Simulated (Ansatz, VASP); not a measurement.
SiC in VASP and in Ansatz

```
Si C
1.0
     1.15034    2.87584    2.87584
     2.87584    1.15034    2.87584
     2.87584    2.87584    1.15034
Si C
1 1
Direct
  0.00000 0.00000 0.00000
  0.75000 0.75000 0.75000
```

Alike in both runs: task single point; functional r2SCAN; k mesh 12 × 12 × 12; occupations gaussian, width 0.05 eV; no spin polarisation.

|  | VASP | Ansatz |
| --- | --- | --- |
| version | VASP 6.6.1 | Ansatz 0.2.0 |
| potentials or method | VASP PAW PBE potentials, release 64 (Si, C), cutoff 520 eV | scalar-relativistic, plane waves, PAW |
| valence electrons in the cell | 8 | 8 |

```csv
,VASP,Ansatz,Ansatz less VASP
gap on the k mesh at the Fermi level (eV),none,none,-
rms of the force components (eV/Å),2.200,2.169,-0.0311
```

VASP's potentials were made for PBE, not for r2SCAN. Atom by atom the forces differ by 0.031 eV/Å (rms over components). A gap of «none» marks a metal or a gap that the smearing closes.
